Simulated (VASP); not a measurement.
Crystal: Ti2W.

```
Ti W
1.0
     3.79501    0.00000    0.00000
     0.00000    3.79501    0.00000
     0.00000    0.00000    5.79043
Ti W
4 2
Cartesian
  0.0000 0.0000 0.0000
  1.8975 1.8975 0.0000
  0.0000 1.8975 1.5634
  1.8975 0.0000 4.2270
  0.0000 1.8975 4.0533
  1.8975 0.0000 1.7371
```

| Item | Value |
| --- | --- |
| Program | VASP 6.6.1 |
| Task | relaxation of cell and atoms |
| Functional | PBE |
| Potentials or basis | VASP PAW PBE potentials, release 64 (Ti_sv, W_sv) |
| Cutoff | 600 eV |
| k mesh | 4 × 4 × 4 |
| Occupations | gaussian, width 0.1 eV |
| Spin | no spin polarisation |

At the start: pressure 53.0 GPa; volume 13.90 Å³/atom.

Problem. Where does the relaxation end?

Solution. Over 17 steps the energy falls by 765.7 meV/atom and the volume is 17.22 Å³/atom (+23.9 %); space group P4/nmm (No. 129, to 0.1 Å) before and after.

The path:
```
step  energy change (eV)  largest force (eV/Å)  pressure (GPa)  volume (Å³)
   1              0.0000                2.5998           52.99        83.39
   2              1.4218                1.5478          -24.95       152.07
   3             -3.3879                1.2665           -3.64       108.80
   4             -3.4081                1.3258           -1.47       107.02
   5             -3.4091                1.3437           -0.79       106.49
   6             -3.8563                1.3146           -1.85       106.98
   7             -4.3855                0.8266           -3.87       107.37
   8             -4.2278                0.8175           -2.25       106.35
   9             -4.4462                0.2757           -3.90       107.13
  10             -4.5021                0.3452           -4.19       107.33
  11             -4.4044                0.6620            9.06        98.00
  12             -4.5560                0.3896            0.22       103.76
  13             -4.5861                0.1946            0.13       103.40
  14             -4.5938                0.0367            0.18       103.09
  15             -4.5939                0.0459            0.20       103.11
  16             -4.5940                0.0336           -0.48       103.54
  17             -4.5943                0.0262           -0.19       103.34
```

Final structure:
```
Ti W
1.0
     3.81747    0.00000    0.00000
     0.00000    3.81747    0.00000
     0.00000    0.00000    7.09109
Ti W
4 2
Direct
  0.00000 0.00000 0.00000
  0.50000 0.50000 0.00000
  0.00000 0.50000 0.32603
  0.50000 0.00000 0.67397
  0.00000 0.50000 0.70801
  0.50000 0.00000 0.29199
```

Caveat: the k points lie up to 0.41 Å⁻¹ apart in the final cell; the volume moved by over 15 % at a fixed basis, so the end points are rough.
